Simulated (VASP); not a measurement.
# Ru (P6_3/mmc) in VASP: notebook

The runs below take Ru through single point, relaxation of cell and atoms, with r2SCAN.

All numbers are computed with VASP 6.6.1; they aren't measurements. Logs are shortened: lines on timing, memory, paths and dates and some standing lists are left out, and cuts for length are marked.

### Step 1. The cell of the first run

Symmetry: P6_3/mmc, No. 194, hexagonal system. Conventional cell: a = 2.704 Å, b = 2.704 Å, c = 4.263 Å, α = 90.00°, β = 90.00°, γ = 120.00°. Ru (site symmetry -6m2) has 12 Ru at 2.64 to 2.70 Å within 3.5 Å.

### Step 2. Single point, r2SCAN

Input file POSCAR:

```
Ru
1.0
    2.7036614009      0.0000000000      0.0000000000
   -1.3518307004      2.3414394564      0.0000000000
    0.0000000000      0.0000000000      4.2634899739
Ru
2
Direct
    0.3333333333      0.6666666667      0.2500000000
    0.6666666667      0.3333333333      0.7500000000
```

Input file INCAR.step1:

```
SYSTEM = Ru
  ALGO = Normal
  EDIFF = 1E-5
  ENCUT = 550
  GGA = PE
  GGA_COMPAT = .False.
  ISMEAR = 0
  LASPH = .True.
  LCHARG = .False.
  LREAL = .False.
  LWAVE = .True.
  NBANDS = 21
  NELM = 120
  PREC = Accurate
  SIGMA = 0.2
```

Input file INCAR.step2:

```
SYSTEM = Ru
  ALGO = Normal
  EDIFF = 1E-6
  ENCUT = 550
  GGA_COMPAT = .False.
  ISIF = 2
  ISMEAR = 0
  ISTART = 1
  LASPH = .True.
  LCHARG = .True.
  LELF = .True.
  LMIXTAU = .True.
  LREAL = .False.
  LVHAR = .True.
  LWAVE = .False.
  METAGGA = R2SCAN
  NBANDS = 21
  NELM = 120
  PREC = Accurate
  SIGMA = 0.2
```

Input file KPOINTS:

```
k-points
0
Gamma
  18 18 12
  0 0 0
```

Potentials or basis: VASP PAW PBE potentials, release 64 (Ru_pv).

The run is started by

```sh
$ cat potpaw_PBE.64/Ru_pv/POTCAR > POTCAR
$ cp INCAR.step1 INCAR
$ mpirun -np 1 vasp_std > vasp.out
$ cp INCAR.step2 INCAR
$ mpirun -np 1 vasp_std > vasp.out
```

OUTCAR:

```text
SYSTEM = Ru
   EDIFF = 1E-6
   ENCUT = 550
   ISIF = 2
   ISMEAR = 0
   ISTART = 1
   LASPH = .True.
   LREAL = .False.
   METAGGA = R2SCAN
   NELM = 120
   PREC = Accurate

 ion  position               nearest neighbor table
   1  0.333  0.667  0.250-   2 2.64   2 2.64   2 2.64   2 2.64   2 2.64   2 2.64
   2  0.667  0.333  0.750-   1 2.64   1 2.64   1 2.64   1 2.64   1 2.64   1 2.64

  LATTYP: Found a hexagonal cell.
 ALAT       =     2.7036614009
 C/A-ratio  =     1.5769319237

  Lattice vectors:

 A1 = (   2.7036614009,   0.0000000000,   0.0000000000)
 A2 = (  -1.3518307004,   2.3414394564,   0.0000000000)
 A3 = (   0.0000000000,   0.0000000000,   4.2634899739)

Analysis of symmetry for initial positions (statically):
=====================================================================
 Subroutine PRICEL returns:
 Original cell was already a primitive cell.

 Routine SETGRP: Setting up the symmetry group for a
 hexagonal supercell.

 Subroutine GETGRP returns: Found 24 space group operations
 (whereof 12 operations were pure point group operations)
 out of a pool of 24 trial point group operations.

The static configuration has the point symmetry D_3d.
 The point group associated with its full space group is D_6h.

Analysis of symmetry for dynamics (positions and initial velocities):
=====================================================================
 Subroutine PRICEL returns:
 Original cell was already a primitive cell.

 Routine SETGRP: Setting up the symmetry group for a
 hexagonal supercell.

 Subroutine GETGRP returns: Found 24 space group operations
 (whereof 12 operations were pure point group operations)
 out of a pool of 24 trial point group operations.

The dynamic configuration has the point symmetry D_3d.
 The point group associated with its full space group is D_6h.

 Subroutine INISYM returns: Found 24 space group operations
 (whereof 12 operations are pure point group operations),
 and found     1 'primitive' translations

----------------------------------------------------------------------------------------

                                     Primitive cell

  volume of cell :      26.9899

  direct lattice vectors                    reciprocal lattice vectors
     2.703661401  0.000000000  0.000000000     0.369868801  0.213543852  0.000000000
    -1.351830700  2.341439456  0.000000000     0.000000000  0.427087703  0.000000000
     0.000000000  0.000000000  4.263489974     0.000000000  0.000000000  0.234549631

  length of vectors
     2.703661401  2.703661401  4.263489974     0.427087703  0.427087703  0.234549631

  position of ions in fractional coordinates (direct lattice)
     0.333333333  0.666666667  0.250000000
     0.666666667  0.333333333  0.750000000

  ion indices of the primitive-cell ions
   primitive index   ion index
                 1           1
                 2           2

----------------------------------------------------------------------------------------

 KPOINTS: k-points

Automatic generation of k-mesh.
 Grid dimensions read from file:
 generate k-points for:   18   18   12

 Generating k-lattice:

  Cartesian coordinates                     Fractional coordinates (reciprocal lattice)
     0.020548267  0.011863547  0.000000000     0.055555556  0.000000000  0.000000000
     0.000000000  0.023727095  0.000000000     0.000000000  0.055555556  0.000000000
     0.000000000  0.000000000  0.019545803     0.000000000  0.000000000  0.083333333

  Length of vectors
     0.023727095  0.023727095  0.019545803

  Shift w.r.t. Gamma in fractional coordinates (k-lattice)
     0.000000000  0.000000000  0.000000000

 Subroutine IBZKPT returns following result:
 ===========================================

 Found    259 irreducible k-points:

 Following reciprocal coordinates:
            Coordinates               Weight
  0.000000  0.000000  0.000000      1.000000
  0.055556  0.000000  0.000000      6.000000
  0.111111  0.000000  0.000000      6.000000
  0.166667 -0.000000  0.000000      6.000000
  0.222222  0.000000  0.000000      6.000000
  0.277778 -0.000000  0.000000      6.000000
[... 16 lines left out ...]
  0.333333  0.111111  0.000000     12.000000
  0.388889  0.111111  0.000000     12.000000
 [... further k-points ...]
   k-points           NKPTS =    259   k-points in BZ     NKDIM =    259   number of bands    NBANDS=     21
   number of dos      NEDOS =    301   number of ions     NIONS =      2
   total plane-waves  NPLWV =  20736
   dimension x,y,z NGX =    24 NGY =   24 NGZ =   36
   dimension x,y,z NGXF=    48 NGYF=   48 NGZF=   72
   ions per type =               2
   NGX,Y,Z   is equivalent  to a cutoff of  14.76, 14.76, 14.04 a.u.
   NGXF,Y,Z  is equivalent  to a cutoff of  29.51, 29.51, 28.07 a.u.
 SYSTEM =  Ru
   PREC   = accura    normal or accurate (medium, high low for compatibility)
   ISTART =      1    job   : 0-new  1-cont  2-samecut
   ICHARG =      0    charge: 1-file 2-atom 10-const
   ISPIN  =      1    spin polarized calculation?
   LNONCOLLINEAR =      F non collinear calculations
   LSORBIT =      F    spin-orbit coupling
   LASPH  =      T    aspherical Exc in radial PAW
   ENCUT  =  550.0 eV  40.42 Ry    6.36 a.u.   5.17  5.17  8.15*2*pi/ulx,y,z
   NELM   =    120;   NELMIN=  2; NELMDL=  0     # of ELM steps
   EDIFF  = 0.1E-05   stopping-criterion for ELM
   LREAL  =      F    real-space projection
   EDIFFG = 0.1E-04   stopping-criterion for IOM
   NSW    =      0    number of steps for IOM
   IBRION =     -1    ionic relax: 0-MD 1-quasi-New 2-CG
   NFREE  =      0    steps in history (QN), initial steepest desc. (CG)
   ISIF   =      2    stress and relaxation
   ISYM   =      2    0-nonsym 1-usesym 2-fastsym
   POTIM  = 0.5000    time-step for ionic-motion
   TEBEG  =    0.0;   TEEND  =   0.0 temperature during run
   PSTRESS=    0.0 pullay stress
   NELECT =      28.0000    total number of electrons
   NUPDOWN=      -1.0000    fix difference up-down
   EMIN   =  10.00;   EMAX   =-10.00  energy-range for DOS
   EFERMI =   0.00;   METHOD = LEGACY
   ISMEAR =     0;   SIGMA  =   0.20  broadening in eV -4-tet -1-fermi 0-gaus
   EFERMI_NEDOS =   21; number of points for ismear=-14 and -15
   IALGO  =     38    algorithm
   IMIX   =      4    mixing-type and parameters
     AMIX     =   0.40;   BMIX     =  1.00
     AMIX_MAG =   1.60;   BMIX_MAG =  1.00
  volume/ion in A,a.u.               =      13.49        91.07
  Fermi-wavevector in a.u.,A,eV,Ry     =   1.657273  3.131792 37.369126  2.746553
  Thomas-Fermi vector in A             =   2.745054
   LORBIT       =      0    0 simple, 1 ext, 2 COOP (PROOUT), +10 PAW based schemes
   METAGGA = R2SCAN    functional components
   LHFCALC =     F    Hartree Fock is set to
   AEXX    =    0.0000 exact exchange contribution
   IVDW    =     0    specifies the selected vdW correction
   LEPSILON=     F    determine dielectric tensor
   LRPA    =     F    only Hartree local field effects (RPA)
 non-spin polarized calculation
 Gauss-broadening in eV      SIGMA  =   0.20
  energy-cutoff  :      550.00
  volume of cell :       26.99
 maximum number of plane-waves:       808
 NGX is ok and might be reduce to    24
   NGX = 11   NGY = 11   NGZ = 17

 number of electron      28.0000000 magnetization

 Free energy of the ion-electron system (eV)
  ---------------------------------------------------
  ext. energy  EPLUGINS =         0.00000000
  ---------------------------------------------------
  free energy    TOTEN  =       -50.87144448 eV

  energy without entropy =      -50.84010154  energy(sigma->0) =      -50.85577301

 E-fermi :  12.8478     XC(G=0): -15.4508

 val. band max:       12.8449342412   @ k =   0.2778   0.0556   0.0833
 cond. band min:      12.8674227596   @ k =   0.3889   0.0000   0.2500
 fundamental gap:      0.0224885185
 Fermi energy:        12.8478422167

 k-point     1 :       0.0000    0.0000    0.0000
  band No.  band energies     occupation
      1     -32.2765      2.00000
      2     -31.2497      2.00000
      3     -31.2497      2.00000
      4     -31.0599      2.00000
      5     -31.0599      2.00000
      6     -31.0094      2.00000
[... 13 lines left out ...]
     20      21.2472      0.00000
     21      23.7976      0.00000

 k-point     2 :       0.0556    0.0000    0.0000
  band No.  band energies     occupation
      1     -32.2648      2.00000
      2     -31.2743      2.00000
      3     -31.2581      2.00000
      4     -31.0857      2.00000
      5     -31.0632      2.00000
      6     -31.0148      2.00000
[... 13 lines left out ...]
     20      21.2472      0.00000
     21      23.7792      0.00000

 k-point     3 :       0.1111    0.0000    0.0000
  band No.  band energies     occupation
      1     -32.2306      2.00000
      2     -31.3450      2.00000
      3     -31.2817      2.00000
      4     -31.1592      2.00000
      5     -31.0729      2.00000
      6     -31.0312      2.00000
[... 13 lines left out ...]
     20      21.2472      0.00000
     21      23.7203      0.00000

 k-point     4 :       0.1667   -0.0000    0.0000
  band No.  band energies     occupation
      1     -32.1758      2.00000
      2     -31.4535      2.00000
      3     -31.3170      2.00000
      4     -31.2696      2.00000
      5     -31.0886      2.00000
      6     -31.0585      2.00000
[... 13 lines left out ...]
     20      21.2472      0.00000
     21      23.6192      0.00000

 k-point     5 :       0.2222    0.0000    0.0000
  band No.  band energies     occupation
      1     -32.1039      2.00000
      2     -31.5866      2.00000
      3     -31.4017      2.00000
      4     -31.3590      2.00000
      5     -31.1089      2.00000
      6     -31.0967      2.00000
[... 13 lines left out ...]
     20      21.2471      0.00000
     21      23.4898      0.00000

 k-point     6 :       0.2778   -0.0000    0.0000
  band No.  band energies     occupation
      1     -32.0197      2.00000
      2     -31.7282      2.00000
      3     -31.5385      2.00000
      4     -31.4025      2.00000
      5     -31.1451      2.00000
      6     -31.1314      2.00000
[... 13 lines left out ...]
     20      21.3750      0.00000
     21      23.3550      0.00000

 k-point     7 :       0.3333    0.0000    0.0000
  band No.  band energies     occupation
      1     -31.9293      2.00000
      2     -31.8610      2.00000
      3     -31.6637      2.00000
      4     -31.4424      2.00000
      5     -31.2014      2.00000
      6     -31.1531      2.00000
[... 13 lines left out ...]
     20      22.7925      0.00000
     21      23.1326      0.00000
[... 291 lines left out ...]
      1     -32.0742      2.00000
      2     -31.5946      2.00000
      3     -31.5158      2.00000
      4     -31.3253      2.00000
      5     -31.1486      2.00000
      6     -31.1133      2.00000
[... 13 lines left out ...]
     20      21.2471      0.00000
     21      23.4867      0.00000

 k-point    21 :       0.2222    0.1111    0.0000
  band No.  band energies     occupation
      1     -31.9919      2.00000
      2     -31.7222      2.00000
      3     -31.6127      2.00000
      4     -31.3927      2.00000
      5     -31.1803      2.00000
      6     -31.1617      2.00000
[... 13 lines left out ...]
     20      21.9043      0.00000
     21      23.4351      0.00000

 k-point    22 :       0.2778    0.1111    0.0000
  band No.  band energies     occupation
      1     -31.9033      2.00000
      2     -31.8462      2.00000
      3     -31.6972      2.00000
      4     -31.4568      2.00000
      5     -31.2184      2.00000
      6     -31.2087      2.00000
[... 13 lines left out ...]
     20      23.2986      0.00000
     21      23.3520      0.00000

 k-point    23 :       0.3333    0.1111    0.0000
  band No.  band energies     occupation
      1     -31.9474      2.00000
      2     -31.8166      2.00000
      3     -31.7648      2.00000
      4     -31.5085      2.00000
      5     -31.2789      2.00000
      6     -31.2315      2.00000
[... 13 lines left out ...]
     20      22.2913      0.00000
     21      24.2952      0.00000

 k-point    24 :       0.3889    0.1111    0.0000
  band No.  band energies     occupation
      1     -32.0132      2.00000
      2     -31.8088      2.00000
      3     -31.7463      2.00000
      4     -31.5417      2.00000
      5     -31.3321      2.00000
      6     -31.2463      2.00000
[... 13 lines left out ...]
     20      21.2472      0.00000
     21      24.6430      0.00000

 [... further k-points ...]
[... 5 lines left out ...]
  --------------------------------------------------------------------------------------
  -------------------------------------------------------------------------------------
  Total        0.2481948      0.2481948      0.2762953      0.0000000      0.0000000      0.0000000
  in kB       14.7333929     14.7333929     16.4015023      0.0000000      0.0000000      0.0000000
  external PRESSURE =      15.2894293 kB  Pullay stress =       0.0000000 kB

 VOLUME and BASIS-vectors are now :
 -----------------------------------------------------------------------------
  energy-cutoff  :      550.00
  volume of cell :       26.99
      direct lattice vectors                 reciprocal lattice vectors
     2.703661401  0.000000000  0.000000000     0.369868801  0.213543852  0.000000000
    -1.351830700  2.341439456  0.000000000     0.000000000  0.427087703  0.000000000
     0.000000000  0.000000000  4.263489974     0.000000000  0.000000000  0.234549631

 POSITION                                       TOTAL-FORCE (eV/Angst)
 -----------------------------------------------------------------------------------
     -0.00000      1.56096      1.06587        -0.000000      0.000000      0.000000
      1.35183      0.78048      3.19762         0.000000     -0.000000      0.000000
 -----------------------------------------------------------------------------------
    total drift:                               -0.000000      0.000000     -0.000000

  FREE ENERGIE OF THE ION-ELECTRON SYSTEM (eV)
  ---------------------------------------------------
  free  energy   TOTEN  =       -50.8714444834 eV

  energy  without entropy=      -50.8401015378  energy(sigma->0) =      -50.85577301
```

Wall time 4.5 min (1 thread of Intel Xeon 6975P-C (Granite Rapids), shared host); peak memory 0.25 GiB.

What came out:

```yaml
Free_energy: -50.8714 eV
Pressure: 1.5 GPa
Band_gap_on_the_k_mesh: zero (bands 14 and 15 overlap by 3.40 eV)
```

Levels at points of the mesh, in eV from the Fermi level:
```csv
k point,band 12,band 13,band 14,band 15,band 16,band 17
"(0.00, 0.00, 0.00)",-2.02,-2.02,-1.51,-1.51,1.23,1.23
"(0.50, 0.00, 0.00)",-1.90,-1.58,1.47,1.91,2.01,4.25
"(0.00, 0.00, 0.50)",-2.93,-2.84,-2.84,0.56,0.56,0.56
"(0.50, 0.00, 0.50)",-1.14,0.46,0.46,1.74,1.74,3.55
```

Caveat: the PAW data sets were made with another functional, which shifts forces and pressure a little.

[end of part 1 of 2]

The gap in the log of VASP goes by the Fermi energy; the results here count the filled bands.